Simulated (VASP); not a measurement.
## GaN: phonons with r2SCAN

Crystal: GaN.

```xyz
2
Lattice="0.0000 2.2491 2.2491 2.2491 0.0000 2.2491 2.2491 2.2491 0.0000" Properties=species:S:1:pos:R:3 pbc="T T T"
Ga    0.0000    0.0000    0.0000
N     1.1245    1.1245    1.1245
```

```yaml
Program: VASP 6.6.1
Task: phonons
Functional: r2SCAN
Potentials_or_basis: VASP PAW PBE potentials, release 64 (Ga_d, N)
Cutoff: 520 eV
k_mesh: 10 × 10 × 10
Occupations: gaussian, width 0.01 eV
Spin: no spin polarisation
Dipole_correction: no
Further_INCAR_settings: ALGO = Normal; EDIFF = 1e-08; NBANDS = 16; IBRION = 6; POTIM = 0.015; NSW = 1
```

| Property | Result |
| --- | --- |
| Highest phonon frequency at Γ, LO-TO splitting left out | 552 cm⁻¹ |

Phonon frequencies in cm⁻¹ (negative: imaginary):
```csv
q point,frequencies
"(0.000, 0.000, 0.000)",-5 -5 -5 552 552 552
```

It took 16 min on 1 thread of Intel Xeon 8259CL, on a shared host, peak memory 0.24 GiB.

Caveat: the cell stands under pressure or tension, which shifts response properties.
